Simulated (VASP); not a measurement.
The system is Y.

```xyz
2
Lattice="3.6474 0.0000 0.0000 -1.8237 3.1587 0.0000 0.0000 0.0000 5.7306" Properties=species:S:1:pos:R:3 pbc="T T T"
Y     0.0000    2.1058    1.4326
Y     1.8237    1.0529    4.2980
```

```yaml
Program: VASP 6.6.1
Task: relaxation of cell and atoms
Functional: PBEsol
Potentials_or_basis: VASP PAW PBE potentials, release 64 (Y_sv)
Cutoff: 600 eV
k_mesh: 7 × 7 × 4
Occupations: fermi-dirac, width 0.02 eV
Spin: no spin polarisation
```

At the start: pressure -2.1 GPa; volume 33.01 Å³/atom.

Where does the relaxation end?

Over 6 steps the energy falls by 11.6 meV/atom and the volume is 31.44 Å³/atom (-4.8 %); space group P6_3/mmc (No. 194, to 0.1 Å) before and after.

The path:
```tsv
step	energy change (eV)	largest force (eV/Å)	pressure (GPa)	volume (Å³)
1	0.0000	0.0000	-2.05	66.02
2	-0.0216	0.0000	0.52	62.06
3	-0.0226	0.0000	0.05	62.73
4	-0.0226	0.0000	-0.02	62.79
5	-0.0230	0.0000	-0.02	62.82
6	-0.0232	0.0000	-0.06	62.88
```

Final structure:
```cif
data_structure
_symmetry_space_group_name_H-M 'P 1'
_symmetry_Int_Tables_number 1
_cell_length_a 3.6103
_cell_length_b 3.6103
_cell_length_c 5.5703
_cell_angle_alpha 90.000
_cell_angle_beta 90.000
_cell_angle_gamma 120.000
_cell_volume 62.88
loop_
_atom_site_label
_atom_site_type_symbol
_atom_site_fract_x
_atom_site_fract_y
_atom_site_fract_z
_atom_site_occupancy
Y1 Y 0.33333 0.66667 0.25000 1
Y2 Y 0.66667 0.33333 0.75000 1
```

Caveat: the PAW data sets were made with another functional, which shifts forces and pressure a little.
